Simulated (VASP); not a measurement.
Write the native input for VASP 6.6.1 that does the following.

```
Task                   : single point
Functional             : PBE
Dispersion             : D3(BJ)
Potentials or basis    : VASP PAW PBE potentials, release 64 (Al)
Cutoff                 : 520 eV
k mesh                 : 6 × 6 × 1
Occupations            : gaussian, width 0.1 eV
Spin                   : no spin polarisation
Dipole correction      : yes
Further INCAR settings : ALGO = Normal; EDIFF = 1e-07; NBANDS = 30
```

The structure of Al lies in POSCAR:

```
Al
1.0
    4.8778314603      0.0000000000      0.0000000000
   -2.4389157301      4.2243259600      0.0000000000
    0.0000000000      0.0000000000     23.8982954061
Al
12
Direct
    0.0000000000      0.3333333333      0.3556739029
    0.3333333333      0.0000000000      0.3556739029
    0.6666666667      0.6666666667      0.3556739029
    0.3333333333      0.3333333333      0.4518913010
    0.6666666667      0.0000000000      0.4518913010
    0.0000000000      0.6666666667      0.4518913010
    0.6666666667      0.3333333333      0.5451649965
    0.0000000000      0.0000000000      0.5451649965
    0.3333333333      0.6666666667      0.5451649965
    0.0000000000      0.3333333333      0.6421975909
    0.3333333333      0.0000000000      0.6421975909
    0.6666666667      0.6666666667      0.6421975909
```

The input as run:

INCAR

```
SYSTEM = Al
PREC = Accurate
ENCUT = 520
EDIFF = 1E-7
ISMEAR = 0
SIGMA = 0.1
LREAL = .FALSE.
LASPH = .TRUE.
NELM = 60
ALGO = Normal
ISIF = 2
LWAVE = .FALSE.
LCHARG = .FALSE.
LDIPOL = .TRUE.
IDIPOL = 3
DIPOL = 0.5 0.5 0.499
GGA = PE
IVDW = 12
NBANDS = 30
```

KPOINTS

```
regular mesh
0
G
  6 6 1
  0 0 0
```

Potentials or basis: VASP PAW PBE potentials, release 64 (Al).

Run with:

```sh
$ cat potpaw_PBE.64/Al/POTCAR > POTCAR
$ mpirun -np 1 vasp_std > vasp.out
```

It gave:

| Property | Result |
| --- | --- |
| Largest force | 0.050 eV/Å |
| Band gap on the k mesh | zero (bands 18 and 19 overlap by 1.03 eV) |
| Dispersion energy per atom | -0.266 eV |

It took 3.2 min on 1 thread of Intel(R) Xeon(R) Platinum 8488C (Sapphire Rapids) (shared host), peak memory 0.49 GiB.
